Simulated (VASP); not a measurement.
Wanted: the native input for a VASP 6.6.1 run.

```
Task                   : single point
Functional             : LDA
Potentials or basis    : VASP PAW LDA potentials, release 64 (Co_sv)
Cutoff                 : 690 eV
k mesh                 : 16 × 16 × 16
Occupations            : fermi-dirac, width 0.05 eV
Spin                   : collinear spin, ferromagnetic start
Starting moments       : [1.546] μB
Dipole correction      : no
Further INCAR settings : ALGO = Normal; EDIFF = 1e-06; NBANDS = 18
```

The structure of Co lies in POSCAR:

```
Co
1.0
    2.1932630524      0.0000000000      0.0000000000
    0.0000000000      2.1932630524      0.0000000000
    0.0000000000      0.0000000000      2.1932630524
Co
1
Direct
    0.0000000000      0.0000000000      0.0000000000
```

This isn't the form of Co at room conditions, which is hcp.

One way to write it, as run:

INCAR

```
SYSTEM = Co
PREC = Accurate
ENCUT = 690
EDIFF = 1E-6
ISMEAR = -1
SIGMA = 0.05
LREAL = .False.
LASPH = .True.
NELM = 200
ALGO = Normal
ISIF = 2
LWAVE = .False.
LCHARG = .False.
ISPIN = 2
MAGMOM = 1.546
LORBIT = 11
LMAXMIX = 4
NBANDS = 18
GGA_COMPAT = .False.
```

KPOINTS

```
Automatic mesh
0
Gamma
  16 16 16
  0 0 0
```

Potentials or basis: VASP PAW LDA potentials, release 64 (Co_sv).

The run is started by

```sh
$ cat potpaw_LDA.64/Co_sv/POTCAR > POTCAR
$ mpirun -np 1 vasp_std > vasp.out
```

Results of the run:

The pressure is 18.2 GPa. The net moment is 1.38 μB per cell. The site moments are Co +1.36 μB. The valence electrons inside the program's atomic spheres are Co 15.24.

Caveat: the cell stands under pressure.

Wall time 30 s on 1 thread of Intel(R) Xeon(R) 6975P-C (Granite Rapids) (shared host), peak memory 0.18 GiB.
